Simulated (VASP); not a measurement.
**TiAl: single point with LDA**

Crystal: TiAl.

```
CELL_PARAMETERS angstrom
2.80873 0.00000 0.00000
-1.40437 2.43243 0.00000
0.00000 0.00000 4.58259
ATOMIC_POSITIONS crystal
Ti 0.00000 0.00000 0.00000
Al 0.33333 0.66667 0.50000
```

- Program: VASP 6.6.1
- Task: single point
- Functional: LDA
- Potentials or basis: VASP PAW LDA potentials, release 64 (Ti_sv, Al)
- Cutoff: 520 eV
- k mesh: 11 × 11 × 6
- Occupations: fermi-dirac, width 0.05 eV
- Spin: no spin polarisation
- Dipole correction: no
- Further INCAR settings: ALGO = Fast; EDIFF = 1e-07; NBANDS = 14

```
Pressure : 0.5 GPa
```

Levels at points of the mesh, in eV from the Fermi level:
| k point | band 4 | band 5 | band 6 | band 7 | band 8 | band 9 | band 10 | band 11 |
| --- | --- | --- | --- | --- | --- | --- | --- | --- |
| (0.00, 0.00, 0.00) | -31.91 | -9.17 | -2.35 | -1.78 | 1.32 | 1.32 | 2.93 | 2.93 |
| (0.00, 0.00, 0.50) | -31.91 | -8.22 | -5.34 | -0.49 | 1.33 | 1.33 | 2.85 | 2.85 |

Run time: 48 s on 1 thread of Intel Xeon 6975P-C, on a shared host, peak memory 0.15 GiB.
